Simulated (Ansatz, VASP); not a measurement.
# Two plane-wave programs on ZnS

```
Zn S
1.0
     0.00000    2.74522    2.66408
     2.74522    0.00000    2.66408
     2.74522    2.74522    0.00000
Zn S
1 1
Cartesian
  0.0000 0.0000 0.0000
  4.1178 4.1178 3.9961
```

Change from the starting cell: strain +0.015 along x and y, -0.015 along z, atoms carried along.

Alike in both runs: task single point; functional PBE; k mesh 10 × 10 × 10; occupations gaussian, width 0.05 eV; no spin polarisation.

|  | VASP | Ansatz |
| --- | --- | --- |
| version | VASP 6.6.1 | Ansatz 0.2.0 |
| potentials or method | VASP PAW PBE potentials, release 64 (Zn, S), cutoff 520 eV | scalar-relativistic, plane waves, PAW |
| valence electrons in the cell | 18 | 18 |

|  | VASP | Ansatz | Ansatz less VASP |
| --- | --- | --- | --- |
| gap on the k mesh at the Fermi level (eV) | 1.97 | 1.97 | -0.004 |
| least direct gap on the mesh (eV) | 1.97 | 1.97 | -0.004 |
| pressure (GPa) | 0.4 | 0.3 | -0.15 |
| traceless stress, the component that is largest in VASP (GPa) | 0.77 | 0.78 | +0.007 |

The functional is the same, so the differences come from potentials, cutoffs and numerics.
